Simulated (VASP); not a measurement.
# BaS (I4/mmm) in VASP: a series of runs, part 2 of 2

VASP 6.6.1.

## Step 4: Electric field gradients, LDA (equal xx and yy strain of -1 %)

Contents of INCAR:

```
PREC = Accurate
ENCUT = 520
EDIFF = 1E-8
ISMEAR = -1
SIGMA = 0.01
LREAL = False
LASPH = True
NELM = 80
ALGO = Normal
ISIF = 2
LWAVE = False
LCHARG = False
LEFG = True
NBANDS = 15
```

Contents of KPOINTS:

```
Automatic mesh
0
Gamma
  7 7 7
```

Contents of POSCAR:

```
BaS
1.0
    0.0000000000      3.1618125000      3.1937500000
    3.1618125000      0.0000000000      3.1937500000
    3.1618125000      3.1618125000      0.0000000000
Ba S
1 1
Direct
    0.0000000000      0.0000000000      0.0000000000
    0.5000000000      0.5000000000      0.5000000000
```

Potentials or basis: VASP PAW LDA potentials, release 64 (Ba_sv, S).

Command:

```
$ cat potpaw_LDA.64/Ba_sv/POTCAR potpaw_LDA.64/S/POTCAR > POTCAR
$ mpirun -np 1 vasp_std > vasp.out
```

OUTCAR:

```text
PREC = Accurate
   ENCUT = 520
   EDIFF = 1E-8
   ISMEAR = -1
   LREAL = False
   LASPH = True
   NELM = 80
   ISIF = 2

 ion  position               nearest neighbor table
   1  0.000  0.000  0.000-   2 3.16   2 3.16   2 3.16   2 3.16   2 3.19   2 3.19
   2  0.500  0.500  0.500-   1 3.16   1 3.16   1 3.16   1 3.16   1 3.19   1 3.19

  LATTYP: Found a body centered tetragonal cell.
 ALAT       =     4.4714781192
 C/A-ratio  =     1.4284985479

  Lattice vectors:

 A1 = (  -3.1618125000,   0.0000000000,   3.1937500000)
 A2 = (   3.1618125000,   0.0000000000,   3.1937500000)
 A3 = (   0.0000000000,   3.1618125000,  -3.1937500000)

Analysis of symmetry for initial positions (statically):
=====================================================================
 Subroutine PRICEL returns:
 Original cell was already a primitive cell.

 Routine SETGRP: Setting up the symmetry group for a
 body centered tetragonal supercell.

[... 622 lines left out ...]
     0.000000000  3.161812500  3.193750000    -0.158137144  0.158137144  0.156555773
     3.161812500  0.000000000  3.193750000     0.158137144 -0.158137144  0.156555773
     3.161812500  3.161812500  0.000000000     0.158137144  0.158137144 -0.156555773

 POSITION                                       TOTAL-FORCE (eV/Angst)
 -----------------------------------------------------------------------------------
      0.00000      0.00000      0.00000        -0.000000     -0.000000      0.000000
      3.16181      3.16181      3.19375         0.000000      0.000000      0.000000
 -----------------------------------------------------------------------------------
    total drift:                                0.000000      0.000000      0.000000

  FREE ENERGIE OF THE ION-ELECTRON SYSTEM (eV)
  ---------------------------------------------------
  free  energy   TOTEN  =       -11.1699492019 eV

  energy  without entropy=      -11.1699492019  energy(sigma->0) =      -11.16994920

 Electric field gradients (V/A^2)
---------------------------------------------------------------------
 ion       V_xx      V_yy      V_zz      V_xy      V_xz      V_yz
---------------------------------------------------------------------
   1      -7.045    -7.045    14.089     0.000     0.000     0.000
   2      -2.037    -2.037     4.073     0.000     0.000     0.000
---------------------------------------------------------------------

 Electric field gradients after diagonalization (V/A^2)
 (convention: |V_zz| > |V_xx| > |V_yy|)
----------------------------------------------------------------------
 ion       V_xx      V_yy      V_zz     asymmetry (V_yy - V_xx)/ V_zz
----------------------------------------------------------------------
   1      -7.045    -7.044    14.089       0.000
   2      -2.037    -2.036     4.073       0.000
----------------------------------------------------------------------

           NMR quadrupolar parameters

 Cq : quadrupolar parameter    Cq=e*Q*V_zz/h
 eta: asymmetry parameters     (V_yy - V_xx)/ V_zz
 Q  : nuclear electric quadrupole moment in mb (millibarn)
----------------------------------------------------------------------
 ion       Cq(MHz)       eta       Q (mb)
----------------------------------------------------------------------
   1       0.034       0.000       1.000
   2       0.010       0.000       1.000
----------------------------------------------------------------------
```

OSZICAR:

```text
N       E                     dE             d eps       ncg     rms          rms(c)
DAV:   1     0.763567230424E+02    0.76357E+02   -0.68986E+03  1200   0.932E+02
DAV:   2    -0.713362299812E+01   -0.83490E+02   -0.76343E+02  1609   0.168E+02
DAV:   3    -0.115923444641E+02   -0.44587E+01   -0.44227E+01  1680   0.396E+01
DAV:   4    -0.116910125334E+02   -0.98668E-01   -0.98641E-01  1616   0.579E+00
DAV:   5    -0.116926219267E+02   -0.16094E-02   -0.16094E-02  1681   0.581E-01    0.498E+00
DAV:   6    -0.111979132925E+02    0.49471E+00   -0.65770E-01  1375   0.484E+00    0.346E+00
DAV:   7    -0.111750943107E+02    0.22819E-01   -0.13604E-01  1545   0.202E+00    0.197E+00
DAV:   8    -0.111707847982E+02    0.43095E-02   -0.20114E-02  1333   0.813E-01    0.237E-01
DAV:   9    -0.111698035032E+02    0.98129E-03   -0.25402E-03  1480   0.301E-01    0.133E-01
DAV:  10    -0.111699658127E+02   -0.16231E-03   -0.22484E-04  1403   0.106E-01    0.318E-02
DAV:  11    -0.111699484464E+02    0.17366E-04   -0.52909E-05  1599   0.426E-02    0.120E-02
DAV:  12    -0.111699491505E+02   -0.70412E-06   -0.46895E-06  1354   0.122E-02    0.836E-03
DAV:  13    -0.111699492190E+02   -0.68450E-07   -0.32025E-07  1585   0.338E-03    0.947E-04
DAV:  14    -0.111699492016E+02    0.17420E-07   -0.59960E-08  1473   0.157E-03    0.368E-04
DAV:  15    -0.111699492019E+02   -0.28422E-09   -0.30221E-09   887   0.378E-04
   1 F= -.11169949E+02 E0= -.11169949E+02  d E =-.777881E-14
```

stdout:

```text
POSCAR found type information on POSCAR BaS
 POSCAR found :  2 types and       2 ions
 scaLAPACK will be used
 LDA part: xc-table for (Slater(with rela. corr.)+CA(PZ))
 , standard interpolation
 POSCAR, INCAR and KPOINTS ok, starting setup
 FFT: planning ... GRIDC
 FFT: planning ... GRID_SOFT
 FFT: planning ... GRID
 WAVECAR not read
 entering main loop
ion   1

ion   2
```

Run time: 80 s. Hardware: 1 thread of AMD EPYC 7R13, shared host; peak memory 0.16 GiB.

What came out:

```
Free energy            : -11.1699 eV
Pressure               : -0.9 GPa
Band gap on the k mesh : 1.91 eV, indirect (least direct gap 2.05 eV)
```

Levels at points of the mesh, in eV from the valence-band top:
| k point | band 4 | band 5 | band 6 | band 7 | band 8 | band 9 | band 10 | band 11 | band 12 | band 13 |
| --- | --- | --- | --- | --- | --- | --- | --- | --- | --- | --- |
| (0.00, 0.00, 0.00) | -11.02 | -10.36 | -0.04 | 0.00 | 0.00 | 3.39 | 3.64 | 3.71 | 3.71 | 4.67 |

Electric field gradients, principal values (V/Å²):
```csv
atom,least,middle,greatest (by size)
1 Ba,-7.044,-7.045,14.089
2 S,-2.036,-2.037,4.073
```

Caveat: the cell differs from its parent crystal (equal xx and yy strain of -1 %); without QUAD_EFG the Cq values of the log hold for a quadrupole moment of 1 mb, not for the nuclei; spin-orbit coupling is left out, which moves the levels of the heavy elements. A k mesh can miss the band edges.

## Step 5: Electric field gradients, LDA (equal xx and yy strain of -1 %)

Contents of INCAR:

```
SYSTEM = BaS
PREC = Accurate ; ENCUT = 520
EDIFF = 1E-8 ; ISMEAR = -1
SIGMA = 0.01 ; LREAL = .FALSE.
LASPH = .TRUE. ; NELM = 100
ALGO = Normal ; ISIF = 2
LWAVE = .FALSE. ; LCHARG = .FALSE.
LEFG = .TRUE. ; NBANDS = 15
```

Contents of KPOINTS:

```
Automatic mesh
0
G
  7 7 7
  0 0 0
```

POSCAR is that of step 4.

Potentials or basis: VASP PAW LDA potentials, release 64 (Ba_sv, S).

Command:

```
$ cat potpaw_LDA.64/Ba_sv/POTCAR potpaw_LDA.64/S/POTCAR > POTCAR
$ mpirun -np 1 vasp_std > vasp.out
```

OUTCAR:

```text
SYSTEM = BaS
   PREC = Accurate
   ENCUT = 520
   EDIFF = 1E-8
   ISMEAR = -1
   LREAL = .FALSE.
   LASPH = .TRUE.
   NELM = 100
   ISIF = 2

 ion  position               nearest neighbor table
   1  0.000  0.000  0.000-   2 3.16   2 3.16   2 3.16   2 3.16   2 3.19   2 3.19
   2  0.500  0.500  0.500-   1 3.16   1 3.16   1 3.16   1 3.16   1 3.19   1 3.19

  LATTYP: Found a body centered tetragonal cell.
 ALAT       =     4.4714781192
 C/A-ratio  =     1.4284985479

  Lattice vectors:

 A1 = (  -3.1618125000,   0.0000000000,   3.1937500000)
 A2 = (   3.1618125000,   0.0000000000,   3.1937500000)
 A3 = (   0.0000000000,   3.1618125000,  -3.1937500000)

Analysis of symmetry for initial positions (statically):
=====================================================================
 Subroutine PRICEL returns:
 Original cell was already a primitive cell.

 Routine SETGRP: Setting up the symmetry group for a
 body centered tetragonal supercell.

 Subroutine GETGRP returns: Found 16 space group operations
 (whereof 16 operations were pure point group operations)
 out of a pool of 16 trial point group operations.

The static configuration has the point symmetry D_4h.

Analysis of symmetry for dynamics (positions and initial velocities):
=====================================================================
 Subroutine PRICEL returns:
 Original cell was already a primitive cell.

 Routine SETGRP: Setting up the symmetry group for a
 body centered tetragonal supercell.

 Subroutine GETGRP returns: Found 16 space group operations
 (whereof 16 operations were pure point group operations)
 out of a pool of 16 trial point group operations.

[... 576 lines left out ...]
      6      -0.1266      2.00000
      7       0.4254      2.00000
      8       0.7300      2.00000
      9       5.3054      0.00000
     10       6.4958      0.00000
     11       7.7594      0.00000
     12       7.9023      0.00000
     13       9.1451      0.00000
     14      10.2424      0.00000
     15      10.5859      0.00000

 [... further k-points ...]

------------------------ aborting loop because EDIFF is reached ----------------------------------------

  FORCE on cell =-STRESS in cart. coord.  units (eV):
  Direction    XX          YY          ZZ          XY          YZ          ZX
  --------------------------------------------------------------------------------------
  -------------------------------------------------------------------------------------
  Total       -0.2593872     -0.2593872     -0.6122828      0.0000000      0.0000000      0.0000000
  in kB       -6.5081263     -6.5081263    -15.3624163      0.0000000      0.0000000      0.0000000
  external PRESSURE =      -9.4595563 kB  Pullay stress =       0.0000000 kB

 VOLUME and BASIS-vectors are now :
 -----------------------------------------------------------------------------
  energy-cutoff  :      520.00
  volume of cell :       63.86
      direct lattice vectors                 reciprocal lattice vectors
     0.000000000  3.161812500  3.193750000    -0.158137144  0.158137144  0.156555773
     3.161812500  0.000000000  3.193750000     0.158137144 -0.158137144  0.156555773
     3.161812500  3.161812500  0.000000000     0.158137144  0.158137144 -0.156555773

 POSITION                                       TOTAL-FORCE (eV/Angst)
 -----------------------------------------------------------------------------------
      0.00000      0.00000      0.00000        -0.000000     -0.000000      0.000000
      3.16181      3.16181      3.19375         0.000000      0.000000      0.000000
 -----------------------------------------------------------------------------------
    total drift:                                0.000000      0.000000      0.000000

  FREE ENERGIE OF THE ION-ELECTRON SYSTEM (eV)
  ---------------------------------------------------
  free  energy   TOTEN  =       -11.1699492019 eV

  energy  without entropy=      -11.1699492019  energy(sigma->0) =      -11.16994920

 Electric field gradients (V/A^2)
---------------------------------------------------------------------
 ion       V_xx      V_yy      V_zz      V_xy      V_xz      V_yz
---------------------------------------------------------------------
   1      -7.045    -7.045    14.089     0.000     0.000     0.000
   2      -2.037    -2.037     4.073     0.000     0.000     0.000
---------------------------------------------------------------------

 Electric field gradients after diagonalization (V/A^2)
 (convention: |V_zz| > |V_xx| > |V_yy|)
----------------------------------------------------------------------
 ion       V_xx      V_yy      V_zz     asymmetry (V_yy - V_xx)/ V_zz
----------------------------------------------------------------------
   1      -7.045    -7.044    14.089       0.000
   2      -2.037    -2.036     4.073       0.000
----------------------------------------------------------------------

           NMR quadrupolar parameters

 Cq : quadrupolar parameter    Cq=e*Q*V_zz/h
 eta: asymmetry parameters     (V_yy - V_xx)/ V_zz
 Q  : nuclear electric quadrupole moment in mb (millibarn)
----------------------------------------------------------------------
 ion       Cq(MHz)       eta       Q (mb)
----------------------------------------------------------------------
   1       0.034       0.000       1.000
   2       0.010       0.000       1.000
----------------------------------------------------------------------
```

OSZICAR:

```text
N       E                     dE             d eps       ncg     rms          rms(c)
DAV:   1     0.763567230424E+02    0.76357E+02   -0.68986E+03  1200   0.932E+02
DAV:   2    -0.713362299812E+01   -0.83490E+02   -0.76343E+02  1609   0.168E+02
DAV:   3    -0.115923444641E+02   -0.44587E+01   -0.44227E+01  1680   0.396E+01
DAV:   4    -0.116910125334E+02   -0.98668E-01   -0.98641E-01  1616   0.579E+00
DAV:   5    -0.116926219267E+02   -0.16094E-02   -0.16094E-02  1681   0.581E-01    0.498E+00
DAV:   6    -0.111979132925E+02    0.49471E+00   -0.65770E-01  1375   0.484E+00    0.346E+00
DAV:   7    -0.111750943107E+02    0.22819E-01   -0.13604E-01  1545   0.202E+00    0.197E+00
DAV:   8    -0.111707847982E+02    0.43095E-02   -0.20114E-02  1333   0.813E-01    0.237E-01
DAV:   9    -0.111698035032E+02    0.98129E-03   -0.25402E-03  1480   0.301E-01    0.133E-01
DAV:  10    -0.111699658127E+02   -0.16231E-03   -0.22484E-04  1403   0.106E-01    0.318E-02
DAV:  11    -0.111699484464E+02    0.17366E-04   -0.52909E-05  1599   0.426E-02    0.120E-02
DAV:  12    -0.111699491505E+02   -0.70412E-06   -0.46895E-06  1354   0.122E-02    0.836E-03
DAV:  13    -0.111699492190E+02   -0.68450E-07   -0.32025E-07  1585   0.338E-03    0.947E-04
DAV:  14    -0.111699492016E+02    0.17420E-07   -0.59960E-08  1473   0.157E-03    0.368E-04
DAV:  15    -0.111699492019E+02   -0.28422E-09   -0.30221E-09   887   0.378E-04
   1 F= -.11169949E+02 E0= -.11169949E+02  d E =-.777881E-14
```

It took 82 s on 1 thread of AMD EPYC 7R13, shared host; peak memory 0.16 GiB.

Results:

* Free energy: -11.1699 eV
* Pressure: -0.9 GPa
* Band gap on the k mesh: 1.91 eV, indirect (least direct gap 2.05 eV)

Stress tensor (GPa, compression positive):
```
-0.65  0.00  0.00
 0.00 -0.65  0.00
 0.00  0.00 -1.54
```

Electric field gradients, principal values (V/Å²):
| atom | least | middle | greatest (by size) |
| --- | --- | --- | --- |
| 1 Ba | -7.044 | -7.045 | 14.089 |
| 2 S | -2.036 | -2.037 | 4.073 |

Caveat: the cell differs from its parent crystal (equal xx and yy strain of -1 %); without QUAD_EFG the Cq values of the log hold for a quadrupole moment of 1 mb, not for the nuclei; spin-orbit coupling is left out, which moves the levels of the heavy elements.

## Step 6: Overview

```tsv
cell	gap on the mesh (eV)	pressure (GPa)
a = 4.539, b = 4.539, c = 4.517 Å, angles 60.2, 60.2, 59.7°, 2 atoms	1.97	-2.2
a = 4.562, b = 4.562, c = 4.517 Å, angles 60.3, 60.3, 59.3°, 2 atoms	1.97	-2.6
a = 4.494, b = 4.494, c = 4.471 Å, angles 60.2, 60.2, 59.7°, 2 atoms	1.91	-0.9
```

Alike in all rows: task electric field gradients; level LDA; potentials or basis VASP PAW LDA potentials, release 64 (Ba_sv, S); no spin polarisation; k mesh 7 × 7 × 7; cutoff (eV) 520; smearing fermi-dirac 0.01 eV.

Caveats: spin-orbit coupling is left out, which moves the levels of the heavy elements.

Total energies depend on the potentials used, so only differences within one code and one set of settings carry meaning.
